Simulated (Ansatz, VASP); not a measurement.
## Two plane-wave programs on AlN

```
Al N
1.0
     3.20433    0.00000    0.00000
    -1.60217    2.77503    0.00000
     0.00000    0.00000    4.97800
Al N
2 2
Direct
  0.33333 0.66667 0.00000
  0.66667 0.33333 0.50000
  0.33333 0.66667 0.38500
  0.66667 0.33333 0.88500
```

Change from the starting cell: strain +0.030 along x and y, +0.000 along z, atoms carried along.

Alike in both runs: task single point; functional PBEsol; k mesh 9 × 9 × 6; occupations gaussian, width 0.05 eV; no spin polarisation.

|  | VASP | Ansatz |
| --- | --- | --- |
| version | VASP 6.6.1 | Ansatz 0.2.0 |
| potentials or method | VASP PAW PBE potentials, release 64 (Al, N), cutoff 520 eV | scalar-relativistic, plane waves, PAW |
| valence electrons in the cell | 16 | 16 |

|  | VASP | Ansatz | Ansatz less VASP |
| --- | --- | --- | --- |
| gap on the k mesh at the Fermi level (eV) | 3.51 | 3.50 | -0.012 |
| least direct gap on the mesh (eV) | 3.51 | 3.50 | -0.012 |
| pressure (GPa) | -10.5 | -10.3 | +0.13 |
| traceless stress, the component that is largest in VASP (GPa) | 6.07 | 6.00 | -0.069 |
| rms of the force components (eV/Å) | 0.058 | 0.056 | -0.0021 |

VASP's potentials were made for PBE, not for PBEsol. Atom by atom the forces differ by 0.002 eV/Å (rms over components).
